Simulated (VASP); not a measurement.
Wanted: the native input for a VASP 6.6.1 run.

```
Task                               : single point
Functional                         : PBE0
Potentials or basis                : VASP PAW PBE potentials, release 64 (Si, C)
Cutoff                             : 520 eV
k mesh                             : 10 × 10 × 10
Occupations                        : gaussian, width 0.05 eV
Spin                               : no spin polarisation
Dipole correction                  : no
Grid for exact exchange (PRECFOCK) : Normal
Further INCAR settings             : ALGO = Normal; EDIFF = 1e-07; NBANDS = 11
```

The system is SiC (rock salt).

```xyz
2
Lattice="0.0000 1.9503 1.9503 1.9503 0.0000 1.9503 1.9503 1.9503 0.0000" Properties=species:S:1:pos:R:3 pbc="T T T"
Si    0.0000    0.0000    0.0000
C     1.9503    1.9503    1.9503
```

This cell differs from its parent crystal: volume scaled by 0.9.

These files were run (other wordings do the same):

POSCAR

```
SiC
1.0
    0.0000000000      1.9502885569      1.9502885569
    1.9502885569      0.0000000000      1.9502885569
    1.9502885569      1.9502885569      0.0000000000
Si C
1 1
Direct
    0.0000000000      0.0000000000      0.0000000000
    0.5000000000      0.5000000000      0.5000000000
```

INCAR.step1

```
  PREC = Accurate
  ENCUT = 520
  EDIFF = 1E-5
  ISMEAR = 0
  SIGMA = 0.05
  LREAL = False
  LASPH = True
  NELM = 80
  ALGO = Normal
  ISIF = 2
  LWAVE = True
  GGA = PE
  NBANDS = 11
```

INCAR.step2

```
  PREC = Accurate
  ENCUT = 520
  EDIFF = 1E-7
  ISMEAR = 0
  SIGMA = 0.05
  LREAL = False
  LASPH = True
  NELM = 80
  ALGO = Normal
  ISIF = 2
  LWAVE = False
  LCHARG = True
  GGA = PE
  LHFCALC = True
  AEXX = 0.25
  PRECFOCK = Normal
  LELF = True
  LVHAR = True
  ISTART = 1
  NBANDS = 11
```

KPOINTS

```
regular mesh
0
Gamma
  10 10 10
```

Potentials or basis: VASP PAW PBE potentials, release 64 (Si, C).

The run is started by

```console
$ cat potpaw_PBE.64/Si/POTCAR potpaw_PBE.64/C/POTCAR > POTCAR
$ cp INCAR.step1 INCAR
$ mpirun -np 1 vasp_std > vasp.out
$ cp INCAR.step2 INCAR
$ mpirun -np 1 vasp_std > vasp.out
```

Results of the run:

| Item | Value |
| --- | --- |
| Pressure | 27.9 GPa |
| Band gap on the k mesh | 1.31 eV, indirect (least direct gap 6.56 eV) |

Caveat: the PAW data sets were made with another functional, which shifts forces and pressure a little.

Wall time 52 min on 1 thread of AMD EPYC 7R43 64-Core Processor (Zen 3), on a shared host, peak memory 0.13 GiB.
